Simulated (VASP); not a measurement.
# As (Fd-3m) in VASP: further runs

The runs below take As through single point, with BLYP.

Program: VASP 6.6.1. These are calculated values, not measurements. Logs are shortened: lines on timing, memory, paths and dates and some standing lists are left out, and cuts for length are marked.

## 1. The cell of the first run

It takes space group Fd-3m (No. 227, cubic). Conventional cell: a = 6.264 Å, b = 6.264 Å, c = 6.264 Å, α = 90.00°, β = 90.00°, γ = 90.00°. Within 3.6 Å of As (site symmetry -43m) lie 4 As at 2.71 Å.

## 2. Single point, BLYP

The input, INCAR:

```
SYSTEM = As
AGGAC = 1.0
AGGAX = 1.0
ALDAC = 0.0
ALDAX = 1.0
ALGO = Normal
EDIFF = 1E-6
ENCUT = 520
GGA = B5
ISIF = 2
ISMEAR = -1
LASPH = .True.
LCHARG = .False.
LREAL = .False.
LWAVE = .False.
NBANDS = 12
NELM = 80
PREC = Accurate
SIGMA = 0.1
```

The input, KPOINTS:

```
k-points
0
Gamma
  9 9 9
  0 0 0
```

The input, POSCAR:

```
As
1.0
    0.0000000000      3.1320414763      3.1320414763
    3.1320414763      0.0000000000      3.1320414763
    3.1320414763      3.1320414763      0.0000000000
As
2
Direct
    0.1250000000      0.1250000000      0.1250000000
    0.8750000000      0.8750000000      0.8750000000
```

Potentials or basis: VASP PAW PBE potentials, release 64 (As).

Started as:

```sh
$ cat potpaw_PBE.64/As/POTCAR > POTCAR
$ mpirun -np 1 vasp_std > vasp.out
```

OUTCAR:

```text
SYSTEM = As
   EDIFF = 1E-6
   ENCUT = 520
   GGA = B5
   ISIF = 2
   ISMEAR = -1
   LASPH = .True.
   LREAL = .False.
   NELM = 80
   PREC = Accurate

 ion  position               nearest neighbor table
   1  0.125  0.125  0.125-   2 2.71   2 2.71   2 2.71   2 2.71
   2  0.875  0.875  0.875-   1 2.71   1 2.71   1 2.71   1 2.71

  LATTYP: Found a face centered cubic cell.
 ALAT       =     6.2640829526

  Lattice vectors:

 A1 = (   0.0000000000,   3.1320414763,   3.1320414763)
 A2 = (   3.1320414763,   0.0000000000,   3.1320414763)
 A3 = (   3.1320414763,   3.1320414763,   0.0000000000)

Analysis of symmetry for initial positions (statically):
=====================================================================
 Subroutine PRICEL returns:
 Original cell was already a primitive cell.

 Routine SETGRP: Setting up the symmetry group for a
 face centered cubic supercell.

 Subroutine GETGRP returns: Found 48 space group operations
 (whereof 12 operations were pure point group operations)
 out of a pool of 48 trial point group operations.

The static configuration has the point symmetry D_3d.
 The point group associated with its full space group is O_h .

Analysis of symmetry for dynamics (positions and initial velocities):
=====================================================================
 Subroutine PRICEL returns:
 Original cell was already a primitive cell.

 Routine SETGRP: Setting up the symmetry group for a
 face centered cubic supercell.

 Subroutine GETGRP returns: Found 48 space group operations
 (whereof 12 operations were pure point group operations)
 out of a pool of 48 trial point group operations.

The dynamic configuration has the point symmetry D_3d.
 The point group associated with its full space group is O_h .

 Subroutine INISYM returns: Found 48 space group operations
 (whereof 12 operations are pure point group operations),
 and found     1 'primitive' translations

----------------------------------------------------------------------------------------

                                     Primitive cell

  volume of cell :      61.4487

  direct lattice vectors                    reciprocal lattice vectors
     0.000000000  3.132041476  3.132041476    -0.159640287  0.159640287  0.159640287
     3.132041476  0.000000000  3.132041476     0.159640287 -0.159640287  0.159640287
     3.132041476  3.132041476  0.000000000     0.159640287  0.159640287 -0.159640287

  length of vectors
     4.429375534  4.429375534  4.429375534     0.276505088  0.276505088  0.276505088

  position of ions in fractional coordinates (direct lattice)
     0.125000000  0.125000000  0.125000000
     0.875000000  0.875000000  0.875000000

  ion indices of the primitive-cell ions
   primitive index   ion index
                 1           1
                 2           2

----------------------------------------------------------------------------------------

 KPOINTS: k-points

Automatic generation of k-mesh.
 Grid dimensions read from file:
 generate k-points for:    9    9    9

 Generating k-lattice:

  Cartesian coordinates                     Fractional coordinates (reciprocal lattice)
    -0.017737810  0.017737810  0.017737810     0.111111111  0.000000000  0.000000000
     0.017737810 -0.017737810  0.017737810     0.000000000  0.111111111  0.000000000
     0.017737810  0.017737810 -0.017737810     0.000000000  0.000000000  0.111111111

  Length of vectors
     0.030722788  0.030722788  0.030722788

  Shift w.r.t. Gamma in fractional coordinates (k-lattice)
     0.000000000  0.000000000  0.000000000

 Subroutine IBZKPT returns following result:
 ===========================================

 Found     35 irreducible k-points:

 Following reciprocal coordinates:
            Coordinates               Weight
  0.000000  0.000000  0.000000      1.000000
  0.111111  0.000000  0.000000      8.000000
  0.222222  0.000000  0.000000      8.000000
  0.333333  0.000000  0.000000      8.000000
  0.444444  0.000000  0.000000      8.000000
  0.111111  0.111111  0.000000      6.000000
[... 16 lines left out ...]
 -0.333333  0.333333  0.000000     12.000000
  0.444444  0.444444  0.000000      6.000000
 [... further k-points ...]
   k-points           NKPTS =     35   k-points in BZ     NKDIM =     35   number of bands    NBANDS=     12
   number of dos      NEDOS =    301   number of ions     NIONS =      2
   total plane-waves  NPLWV =  46656
   dimension x,y,z NGX =    36 NGY =   36 NGZ =   36
   dimension x,y,z NGXF=    72 NGYF=   72 NGZF=   72
   ions per type =               2
   NGX,Y,Z   is equivalent  to a cutoff of  13.51, 13.51, 13.51 a.u.
   NGXF,Y,Z  is equivalent  to a cutoff of  27.02, 27.02, 27.02 a.u.
 SYSTEM =  As
   PREC   = accura    normal or accurate (medium, high low for compatibility)
   ISTART =      0    job   : 0-new  1-cont  2-samecut
   ICHARG =      2    charge: 1-file 2-atom 10-const
   ISPIN  =      1    spin polarized calculation?
   LNONCOLLINEAR =      F non collinear calculations
   LSORBIT =      F    spin-orbit coupling
   LASPH  =      T    aspherical Exc in radial PAW
   ENCUT  =  520.0 eV  38.22 Ry    6.18 a.u.   8.24  8.24  8.24*2*pi/ulx,y,z
   NELM   =     80;   NELMIN=  2; NELMDL= -5     # of ELM steps
   EDIFF  = 0.1E-05   stopping-criterion for ELM
   LREAL  =      F    real-space projection
[... 7 lines left out ...]
   TEBEG  =    0.0;   TEEND  =   0.0 temperature during run
   PSTRESS=    0.0 pullay stress
   NELECT =      10.0000    total number of electrons
   NUPDOWN=      -1.0000    fix difference up-down
   EMIN   =  10.00;   EMAX   =-10.00  energy-range for DOS
   EFERMI =   0.00;   METHOD = LEGACY
   ISMEAR =    -1;   SIGMA  =   0.10  broadening in eV -4-tet -1-fermi 0-gaus
   EFERMI_NEDOS =   21; number of points for ismear=-14 and -15
   IALGO  =     38    algorithm
   IMIX   =      4    mixing-type and parameters
     AMIX     =   0.40;   BMIX     =  1.00
     AMIX_MAG =   1.60;   BMIX_MAG =  1.00
  volume/ion in A,a.u.               =      30.72       207.34
  Fermi-wavevector in a.u.,A,eV,Ry     =   0.893794  1.689025 10.869250  0.798867
  Thomas-Fermi vector in A             =   2.015917
   LORBIT       =      0    0 simple, 1 ext, 2 COOP (PROOUT), +10 PAW based schemes
   GGA     = B5    functional components
   LHFCALC =     F    Hartree Fock is set to
   AEXX    =    0.0000 exact exchange contribution
   IVDW    =     0    specifies the selected vdW correction
   LEPSILON=     F    determine dielectric tensor
   LRPA    =     F    only Hartree local field effects (RPA)
 non-spin polarized calculation
  energy-cutoff  :      520.00
  volume of cell :       61.45
 maximum number of plane-waves:      1673
 NGX is ok and might be reduce to    36
   NGX = 17   NGY = 17   NGZ = 17

 number of electron      10.0000000 magnetization

 number of electron       9.9999999 magnetization

 Free energy of the ion-electron system (eV)
  ---------------------------------------------------
  ext. energy  EPLUGINS =         0.00000000
  ---------------------------------------------------
  free energy    TOTEN  =        -7.59392057 eV

  energy without entropy =       -7.55299402  energy(sigma->0) =       -7.57345730

 E-fermi :   2.7149     XC(G=0):  -7.7020

 val. band max:        2.7104280695   @ k =  -0.4444   0.4444   0.0000
 cond. band min:       2.7258792927   @ k =   0.4444   0.3333   0.0000
 fundamental gap:      0.0154512232
 Fermi energy:         2.7149001009

 k-point     1 :       0.0000    0.0000    0.0000
  band No.  band energies     occupation
      1     -10.4459      2.00000
      2      -3.7959      2.00000
      3       0.8298      2.00000
      4       0.8298      2.00000
      5       0.8298      2.00000
      6       3.4216      0.00170
      7       3.4216      0.00170
      8       3.4216      0.00170
      9       7.7641      0.00000
     10      10.7297      0.00000
     11      10.7297      0.00000
     12      12.4660      0.00000

 k-point     2 :       0.1111    0.0000    0.0000
  band No.  band energies     occupation
      1     -10.3496      2.00000
      2      -4.1438      2.00000
      3       0.6880      2.00000
      4       0.6880      2.00000
      5       0.8034      2.00000
      6       3.6290      0.00021
      7       3.6290      0.00021
      8       3.6536      0.00017
      9       8.2359      0.00000
     10      10.3298      0.00000
     11      10.3298      0.00000
     12      12.0864      0.00000

 k-point     3 :       0.2222    0.0000    0.0000
  band No.  band energies     occupation
      1     -10.0736      2.00000
      2      -4.9562      2.00000
      3       0.4000      2.00000
      4       0.4000      2.00000
      5       0.6107      2.00000
      6       4.0575      0.00000
      7       4.0575      0.00000
      8       4.4587      0.00000
      9       9.1632      0.00000
     10      10.0209      0.00000
     11      10.0209      0.00000
     12      11.7705      0.00000
[... 286 lines left out ...]
 k-point    23 :      -0.3333    0.3333    0.0000
  band No.  band energies     occupation
      1      -8.6502      2.00000
      2      -7.2929      2.00000
      3      -1.6174      2.00000
      4      -0.5127      2.00000
      5       2.1473      1.99317
      6       4.6525      0.00000
      7       5.8902      0.00000
      8       5.9260      0.00000
      9       8.4834      0.00000
     10      10.4265      0.00000
     11      11.5561      0.00000
     12      14.2431      0.00000

 k-point    24 :       0.4444    0.4444    0.0000
  band No.  band energies     occupation
      1      -8.4890      2.00000
      2      -7.4935      2.00000
      3      -0.9303      2.00000
      4      -0.9303      2.00000
      5       2.1966      1.98884
      6       2.3225      1.96124
      7       7.1127      0.00000
      8       7.1127      0.00000
      9       9.3428      0.00000
     10      10.7223      0.00000
     11      13.2352      0.00000
     12      13.2352      0.00000

 [... further k-points ...]
[... 5 lines left out ...]
  --------------------------------------------------------------------------------------
  -------------------------------------------------------------------------------------
  Total        0.0769421      0.0769421      0.0769421      0.0000000      0.0000000     -0.0000000
  in kB        2.0061450      2.0061450      2.0061450      0.0000000      0.0000000     -0.0000000
  external PRESSURE =       2.0061450 kB  Pullay stress =       0.0000000 kB

 VOLUME and BASIS-vectors are now :
 -----------------------------------------------------------------------------
  energy-cutoff  :      520.00
  volume of cell :       61.45
      direct lattice vectors                 reciprocal lattice vectors
     0.000000000  3.132041476  3.132041476    -0.159640287  0.159640287  0.159640287
     3.132041476  0.000000000  3.132041476     0.159640287 -0.159640287  0.159640287
     3.132041476  3.132041476  0.000000000     0.159640287  0.159640287 -0.159640287

 POSITION                                       TOTAL-FORCE (eV/Angst)
 -----------------------------------------------------------------------------------
      0.78301      0.78301      0.78301         0.000000      0.000000      0.000000
      5.48107      5.48107      5.48107        -0.000000     -0.000000     -0.000000
 -----------------------------------------------------------------------------------
    total drift:                               -0.000000     -0.000000     -0.000000

  FREE ENERGIE OF THE ION-ELECTRON SYSTEM (eV)
  ---------------------------------------------------
  free  energy   TOTEN  =        -7.5939205708 eV

  energy  without entropy=       -7.5529940212  energy(sigma->0) =       -7.57345730
```

It took 34 s on 1 thread of Intel Xeon 6975P-C (Granite Rapids), shared host; peak memory 0.2 GiB.

What came out:

```yaml
Free_energy: -7.5939 eV
Pressure: 0.2 GPa
Band_gap_on_the_k_mesh: zero (band 5 reaches 3.16 eV, above the bottom of band 6 at 2.32 eV)
```

Caveat: the PAW data sets were made with another functional, which shifts forces and pressure a little.

## 3. Single point, BLYP (volume scaled by 0.88)

The input, INCAR:

```
SYSTEM = As
PREC = Accurate ; ENCUT = 520
EDIFF = 1E-6 ; ISMEAR = -1
SIGMA = 0.1 ; LREAL = .FALSE.
LASPH = .TRUE. ; NELM = 60
ALGO = Normal ; ISIF = 2
LWAVE = .FALSE. ; LCHARG = .FALSE.
GGA = B5 ; ALDAX = 1.0
AGGAX = 1.0 ; AGGAC = 1.0
ALDAC = 0.0 ; NBANDS = 12
```

The input, KPOINTS:

```
Automatic mesh
0
G
  10 10 10
  0 0 0
```

The input, POSCAR:

```
As
1.0
    0.0000000000      3.0013851446      3.0013851446
    3.0013851446      0.0000000000      3.0013851446
    3.0013851446      3.0013851446      0.0000000000
As
2
Direct
    0.1250000000      0.1250000000      0.1250000000
    0.8750000000      0.8750000000      0.8750000000
```

Potentials or basis: VASP PAW PBE potentials, release 64 (As).

Started as:

```sh
$ cat potpaw_PBE.64/As/POTCAR > POTCAR
$ mpirun -np 1 vasp_std > vasp.out
```

Wall time 28 s (1 thread of Intel Xeon 6975P-C (Granite Rapids), shared host); peak memory 0.18 GiB.

The run converged. Its results:

```
Free energy            : -7.4567 eV
Pressure               : 6.8 GPa
Band gap on the k mesh : zero (band 5 reaches 4.66 eV, above the bottom of band 6 at 3.17 eV)
```

Levels at points of the mesh, in eV from the Fermi level:
```tsv
k point	band 1	band 2	band 3	band 4	band 5	band 6	band 7	band 8	band 9	band 10
(0.00, 0.00, 0.00)	-14.02	-5.84	-2.15	-2.15	-2.15	0.64	0.64	0.64	5.20	8.08
(0.50, 0.00, 0.00)	-12.59	-9.61	-3.13	-3.13	-2.67	1.92	1.92	5.05	7.40	8.09
(0.50, 0.50, 0.00)	-11.16	-11.16	-4.23	-4.23	-0.61	-0.61	5.24	5.24	7.87	7.87
```

Caveat: the PAW data sets were made with another functional, which shifts forces and pressure a little.
